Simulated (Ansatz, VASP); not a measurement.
**Al in VASP and in Ansatz**

Contents of POSCAR:

```
Al
1.0
   -1.6224269796      1.6224269796      1.6224269796
    1.6224269796     -1.6224269796      1.6224269796
    1.6224269796      1.6224269796     -1.6224269796
Al
1
Direct
    0.0000000000      0.0000000000      0.0000000000
```

Contents of INCAR.step1:

```
SYSTEM = Al
PREC = Accurate
ENCUT = 520
ISMEAR = -1
SIGMA = 0.08
LREAL = .FALSE.
LASPH = .TRUE.
NELM = 100
NBANDS = 8
GGA = PE
ALGO = Normal
EDIFF = 1E-4
LWAVE = .TRUE.
LCHARG = .FALSE.
```

File INCAR.step2:

```
SYSTEM = Al
PREC = Accurate
ENCUT = 520
EDIFF = 1E-8
ISMEAR = -1
SIGMA = 0.08
LREAL = .FALSE.
LASPH = .TRUE.
NELM = 100
ALGO = Normal
ISIF = 2
LWAVE = .FALSE.
LCHARG = .FALSE.
METAGGA = R2SCAN
LMIXTAU = .TRUE.
LEFG = .TRUE.
NBANDS = 8
ISTART = 1
```

Contents of KPOINTS:

```
regular mesh
0
G
  18 18 18
  0 0 0
```

Input for Ansatz:

```yaml
crystal:
  lattice:
    - [-1.6224269796, 1.6224269796, 1.6224269796]
    - [1.6224269796, -1.6224269796, 1.6224269796]
    - [1.6224269796, 1.6224269796, -1.6224269796]
  atoms:
    - { symbol: Al, position: [0.0, 0.0, 0.0] }
kpoints:
  mp_grid: { grid: [18, 18, 18] }
scf:
  occupations: { method: fermi_dirac, width: 0.08 }
hamiltonian:
  xc: r2scan
  pseudopotentials: { kind: paw }
output:
  forces: true
  stress: true
  eigenvalues: true
  efg: { contact_densities: true }
  write_density: true
  write_potential: true
  elf: true
  volumetric_format: npy
```

Change from the starting cell: volume scaled by 1.06, PAW files.

Alike in both runs: task electric field gradients; functional r2SCAN; k mesh 18 × 18 × 18; occupations fermi-dirac, width 0.08 eV; no spin polarisation.

```csv
,VASP,Ansatz
version,VASP 6.6.1,Ansatz 0.2.0
potentials or method,"VASP PAW PBE potentials, release 64 (Al)","PAW with Ansatz's default frozen-core files, scalar-relativistic"
plane-wave cutoff (eV),520,500
valence electrons in the cell,3,3
```

|  | VASP | Ansatz | Ansatz less VASP |
| --- | --- | --- | --- |
| pressure (GPa) | -4.1 | -3.8 | +0.26 |

VASP's potentials were made for PBE, not for r2SCAN.
